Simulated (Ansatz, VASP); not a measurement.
# One calculation of SiGe3, two programs

```xyz
4
Lattice="-2.0901 2.0901 4.1803 2.0901 -2.0901 4.1803 2.0901 2.0901 -4.1803" Properties=species:S:1:pos:R:3 pbc="T T T"
Si    0.0000    0.0000    4.1803
Ge    0.0000    0.0000    0.0000
Ge    0.0000    2.0901    2.0901
Ge    2.0901    0.0000    2.0901
```

Alike in both runs: task single point; functional PBE; k mesh 6 × 6 × 6; occupations gaussian, width 0.1 eV; no spin polarisation.

```csv
,VASP,Ansatz
version,VASP 6.6.1,Ansatz 0.2.0
potentials or method,"VASP PAW PBE potentials, release 64 (Si, Ge_d), cutoff 520 eV","scalar-relativistic, plane waves, PAW"
valence electrons in the cell,46,46
```

```tsv
	VASP	Ansatz	Ansatz less VASP
gap on the k mesh at the Fermi level (eV)	none	none	-
pressure (GPa)	1.0	1.0	-0.02
traceless stress, the component that is largest in VASP (GPa)	-0.43	-0.43	+0.004
```

A gap of «none» marks a metal or a gap that the smearing closes. The functional is the same, so the differences come from potentials, cutoffs and numerics.
